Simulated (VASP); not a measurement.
Set up this calculation in VASP 6.6.1, as the native input.

| Quantity | Value |
| --- | --- |
| Task | single point |
| Functional | PBE |
| Potentials or basis | VASP PAW PBE potentials, release 64 (Zn, K_sv, F) |
| Cutoff | 520 eV |
| k mesh | 7 × 7 × 7 |
| Occupations | fermi-dirac, width 0.05 eV |
| Spin | no spin polarisation |
| Dipole correction | no |
| Further INCAR settings | ALGO = Normal; EDIFF = 1e-06; NBANDS = 29 |

The structure of KZnF3 lies in POSCAR:

```
KZnF3
1.0
    3.9952635604      0.0000000000      0.0000000000
    0.0000000000      3.9952635604      0.0000000000
    0.0000000000      0.0000000000      3.9952635604
Zn K F
1 1 3
Direct
    0.5000000000      0.5000000000      0.5000000000
    0.0000000000      0.0000000000      0.0000000000
    0.5000000000      0.0000000000      0.5000000000
    0.0000000000      0.5000000000      0.5000000000
    0.5000000000      0.5000000000      0.0000000000
```

One way to write it, as run:

INCAR

```
  PREC = Accurate
  ENCUT = 520
  EDIFF = 1E-6
  ISMEAR = -1
  SIGMA = 0.05
  LREAL = False
  LASPH = True
  NELM = 80
  ALGO = Normal
  ISIF = 2
  LWAVE = False
  LCHARG = True
  GGA = PE
  LELF = True
  LVHAR = True
  NBANDS = 29
```

KPOINTS

```
Automatic mesh
0
Gamma
  7 7 7
```

Potentials or basis: VASP PAW PBE potentials, release 64 (Zn, K_sv, F).

Launch:

```sh
$ cat potpaw_PBE.64/Zn/POTCAR potpaw_PBE.64/K_sv/POTCAR potpaw_PBE.64/F/POTCAR > POTCAR
$ mpirun -np 1 vasp_std > vasp.out
```

Results of the run:

The pressure is 9.1 GPa and the band gap on the k mesh is 4.02 eV (least direct gap 6.00 eV).

Caveat: the cell stands under pressure; an odd mesh through Γ misses points on the zone boundary, where band edges can lie.

Run time: 67 s on 1 thread of Intel Xeon 8259CL, on a shared host, peak memory 0.19 GiB.
